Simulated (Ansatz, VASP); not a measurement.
One calculation of GaP, two programs

```
Ga P
1.0
     3.89936    0.00000    0.00000
    -1.94968    3.37695    0.00000
     0.00000    0.00000    8.58580
Ga P
3 3
Cartesian
  -0.9748 1.6885 1.4310
  0.9748 1.6885 7.1548
  1.9497 0.0000 4.2929
  0.9748 1.6885 2.8619
  1.9497 0.0000 0.0000
  -0.9748 1.6885 5.7239
```

Alike in both runs: functional PBE; k mesh 12 × 12 × 4; occupations gaussian, width 0.01 eV; no spin polarisation.

Ansatz relaxed the structure, and its values are those at the end. VASP's run is a single point on that final structure, the one shown.

```csv
,VASP,Ansatz
version,VASP 6.6.1,Ansatz 0.2.0
potentials or method,"VASP PAW PBE potentials, release 64 (Ga_d, P), cutoff 520 eV","scalar-relativistic, plane waves, PAW"
valence electrons in the cell,54,54
```

|  | VASP | Ansatz | Ansatz less VASP |
| --- | --- | --- | --- |
| gap on the k mesh at the Fermi level (eV) | 0.24 | 0.25 | +0.005 |
| least direct gap on the mesh (eV) | 0.42 | 0.43 | +0.005 |
| pressure (GPa) | 0.0 | 0.0 | -0.03 |
